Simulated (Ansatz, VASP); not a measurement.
## Two plane-wave programs on Pb

```
Pb
1.0
     4.97020    0.00000    0.00000
    -2.48510    4.30432    0.00000
     0.00000    0.00000    6.74874
Pb
4
Direct
  0.00000 0.00000 0.50000
  0.00000 0.00000 0.00000
  0.33333 0.66667 0.75000
  0.66667 0.33333 0.25000
```

Alike in both runs: task relaxation of cell and atoms; functional PBE; k mesh 12 × 12 × 8; occupations gaussian, width 0.1 eV; no spin polarisation.

```csv
,VASP,Ansatz
version,VASP 6.6.1,Ansatz 0.2.0
potentials or method,"VASP PAW PBE potentials, release 64 (Pb_d), cutoff 600 eV","scalar-relativistic, plane waves, PAW"
valence electrons in the cell,56,56
```

Ansatz gave:

* gap on the k mesh at the Fermi level, each at its own relaxed structure (eV): none
* relaxed volume (Å³/atom): 36.12
* relaxed length of the cell vector where the two differ most in proportion (Å): 6.704

**Question.** Which values does VASP return?

**Answer.** gap on the k mesh at the Fermi level, each at its own relaxed structure (eV): none; relaxed volume (Å³/atom): 36.09; relaxed length of the cell vector where the two differ most in proportion (Å): 6.702.

A gap of «none» marks a metal or a gap that the smearing closes.

Spin-orbit coupling is off throughout.
